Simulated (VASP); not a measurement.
Here is a VASP 6.6.1 calculation.

File INCAR:

```
PREC = Accurate
ENCUT = 520
EDIFF = 1E-7
ISMEAR = 0
SIGMA = 0.05
LREAL = F
LASPH = T
NELM = 100
ALGO = Normal
ISIF = 2
LWAVE = F
LCHARG = T
GGA = PE
LELF = T
LVHAR = T
NBANDS = 26
```

Contents of KPOINTS:

```
Automatic mesh
0
Gamma
  12 12 8
```

File POSCAR:

```
MnSb
1.0
    4.1185275643      0.0000000000      0.0000000000
   -2.0592637821      3.5667494968      0.0000000000
    0.0000000000      0.0000000000      4.8044609868
Mn Sb
2 2
Direct
    0.0000000000      0.0000000000      0.0000000000
    0.0000000000      0.0000000000      0.5000000000
    0.3333333333      0.6666666667      0.2500000000
    0.6666666667      0.3333333333      0.7500000000
```

Potentials or basis: VASP PAW PBE potentials, release 64 (Mn_pv, Sb).

Run with:

```bash
$ cat potpaw_PBE.64/Mn_pv/POTCAR potpaw_PBE.64/Sb/POTCAR > POTCAR
$ mpirun -np 1 vasp_std > vasp.out
```

(1) Estimate the band gap on the k mesh.

(2) Estimate the pressure.

Results:

(1) zero (band 18 reaches 10.19 eV, above the bottom of band 19 at 9.24 eV).

(2) -0.1 GPa.

Caveat: spin-orbit coupling is left out, which moves the levels of the heavy elements.
